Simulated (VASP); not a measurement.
Here is a VASP 6.6.1 calculation.

The input INCAR:

```
SYSTEM = Y2SiF2
  PREC = Accurate
  ENCUT = 520
  EDIFF = 1E-6
  ISMEAR = 0
  SIGMA = 0.1
  LREAL = .FALSE.
  LASPH = .TRUE.
  NELM = 80
  ALGO = Normal
  ISIF = 2
  LWAVE = .FALSE.
  LCHARG = .FALSE.
  GGA = PE
  NBANDS = 28
```

The input KPOINTS:

```
regular mesh
0
G
  6 6 4
  0 0 0
```

The input POSCAR:

```
Y2SiF2
1.0
    5.7679356286      0.0000000000      0.0000000000
   -2.8839678143      4.9951787818      0.0000000000
    0.0000000000      0.0000000000      5.6080092509
Y Si F
2 1 2
Direct
    0.6666666667      0.3333333333      0.0000000000
    0.3333333333      0.6666666667      0.0000000000
    0.0000000000      0.0000000000      0.5000000000
    0.0000000000      0.0000000000      0.2003899076
    0.0000000000      0.0000000000      0.7996100924
```

Potentials or basis: VASP PAW PBE potentials, release 64 (Y_sv, Si, F).

The run is started by

```bash
$ cat potpaw_PBE.64/Y_sv/POTCAR potpaw_PBE.64/Si/POTCAR potpaw_PBE.64/F/POTCAR > POTCAR
$ mpirun -np 1 vasp_std > vasp.out
```

Q: Estimate the band gap on the k mesh.

A: Zero (band 20 reaches 2.16 eV, above the bottom of band 21 at 1.17 eV).

Q: Estimate the largest force.

A: 0.168 eV/Å.

Q: Predict the pressure.

A: 0.1 GPa.

Stress tensor (GPa, compression positive):
```
-0.12  0.00  0.00
 0.00 -0.12  0.00
 0.00  0.00  0.51
```
